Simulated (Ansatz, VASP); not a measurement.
# One calculation of Tc, two programs

File INCAR:

```
ALGO     = Fast           # electronic algorithm
EDIFF    = 1E-7           # SCF threshold, eV
ENCUT    = 520            # plane-wave cutoff, eV
GGA      = PS             # functional
ISIF     = 2              # what is computed and relaxed
ISMEAR   = -1             # smearing method
LASPH    = T              # aspherical terms in the spheres
LCHARG   = T              # write CHGCAR
LELF     = T              # ELF
LREAL    = F              # projectors in reciprocal space
LVHAR    = T            
LWAVE    = F              # write WAVECAR
NBANDS   = 34             # bands
NELM     = 100            # most SCF steps
PREC     = Accurate       # precision mode
SIGMA    = 0.05           # smearing width, eV
```

File KPOINTS:

```
k-points
0
Gamma
  11 11 3
```

POSCAR

```
Tc
1.0
    2.7023324377      0.0000000000      0.0000000000
   -1.3511662188      2.3402885405      0.0000000000
    0.0000000000      0.0000000000      8.6511606616
Tc
4
Direct
    0.6666666667      0.3333333333      0.7500000000
    0.0000000000      0.0000000000      0.5000000000
    0.3333333333      0.6666666667      0.2500000000
    0.0000000000      0.0000000000      0.0000000000
```

input.yaml

```yaml
crystal:
  lattice:
    - [2.7023324377, 0.0, 0.0]
    - [-1.3511662188, 2.3402885405, 0.0]
    - [0.0, 0.0, 8.6511606616]
  atoms:
    - { symbol: Tc, position: [0.6666666667, 0.3333333333, 0.75] }
    - { symbol: Tc, position: [0.0, 0.0, 0.5] }
    - { symbol: Tc, position: [0.3333333333, 0.6666666667, 0.25] }
    - { symbol: Tc, position: [0.0, 0.0, 0.0] }
hamiltonian:
  xc: pbesol
  pseudopotentials: { kind: paw }
kpoints:
  mp_grid: { grid: [11, 11, 3] }
scf:
  occupations: { method: fermi_dirac, width: 0.05 }
output:
  forces: true
  stress: true
  eigenvalues: true
  write_density: true
  write_potential: true
  elf: true
  volumetric_format: npy
```

Alike in both runs: task single point; functional PBEsol; k mesh 11 × 11 × 3; occupations fermi-dirac, width 0.05 eV; no spin polarisation.

|  | VASP | Ansatz |
| --- | --- | --- |
| version | VASP 6.6.1 | Ansatz 0.2.0 |
| potentials or method | VASP PAW PBE potentials, release 64 (Tc_pv) | Ansatz PAW earlier set |
| plane-wave cutoff (eV) | 520 | 500 |
| valence electrons in the cell | 52 | 60 |

```csv
,VASP,Ansatz,Ansatz less VASP
gap on the k mesh at the Fermi level (eV),none,none,-
pressure (GPa),7.7,8.4,+0.73
"traceless stress, the component that is largest in VASP (GPa)",1.35,1.37,+0.023
```

VASP's potentials were made for PBE, not for PBEsol. A gap of «none» marks a metal or a gap that the smearing closes. VASP's potentials hold 52 valence electrons a cell and Ansatz's 60, so a difference there can come from the potentials and not from the codes.
